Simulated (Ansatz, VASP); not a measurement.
This is a calculation of GdO for VASP 6.6.1.

File INCAR:

```
  PREC = Accurate
  ENCUT = 520
  EDIFF = 1E-7
  ISMEAR = 0
  SIGMA = 0.023
  LREAL = F
  LASPH = T
  NELM = 150
  ALGO = Normal
  ISIF = 2
  LWAVE = F
  LCHARG = T
  ISPIN = 2
  MAGMOM = 7 0
  LORBIT = 11
  LMAXMIX = 6
  GGA = PE
  LELF = T
  LVHAR = T
  NBANDS = 23
```

File KPOINTS:

```
regular mesh
0
Gamma
  9 9 9
```

Contents of POSCAR:

```
GdO
1.0
    2.8018137600      0.0000000000      0.0000000000
    0.0000000000      2.8018137600      0.0000000000
    0.0000000000      0.0000000000      2.8018137600
Gd O
1 1
Direct
    0.0000000000      0.0000000000      0.0000000000
    0.5000000000      0.5000000000      0.5000000000
```

Potentials or basis: VASP PAW PBE potentials, release 64 (Gd, O).

Command:

```bash
$ cat potpaw_PBE.64/Gd/POTCAR potpaw_PBE.64/O/POTCAR > POTCAR
$ mpirun -np 1 vasp_std > vasp.out
```

Problem. Set up the same calculation for Ansatz 0.2.0. Potentials there: Ansatz PAW.

Solution. As run (the cutoff follows the program's own potentials):

File input.yaml:

```yaml
crystal:
  lattice:
    - [2.80181376, 0.0, 0.0]
    - [0.0, 2.80181376, 0.0]
    - [0.0, 0.0, 2.80181376]
  atoms:
    - { symbol: Gd, position: [0.0, 0.0, 0.0], spin: 7.0 }
    - { symbol: O, position: [0.5, 0.5, 0.5] }
hamiltonian:
  xc: pbe
  pseudopotentials: { kind: paw }
magnetization:
  spin_polarized: true
kpoints:
  mp_grid: { grid: [9, 9, 9] }
scf:
  occupations: { method: gaussian, width: 0.023 }
output:
  forces: true
  stress: true
  eigenvalues: true
```

Potentials or basis: Ansatz PAW.

Run with:

```bash
$ ansatz run input.yaml --threads 2 --pin off --max-ram 5632MiB --backend cpu --events-out ev --progress --plain --runs-dir out
```

Both were run:

|  | VASP | Ansatz | Ansatz less VASP |
| --- | --- | --- | --- |
| gap on the k mesh at the Fermi level (eV) | none | none | - |
| net moment per atom (μB) | 3.48 | 3.48 | 0.000 |
| size of the moment on the site where the two differ most (μB) | 6.70 | 6.72 | +0.026 |

Site moments also hang on the region over which each program counts them. A gap of «none» marks a metal or a gap that the smearing closes.

Neither program's run includes spin-orbit coupling.
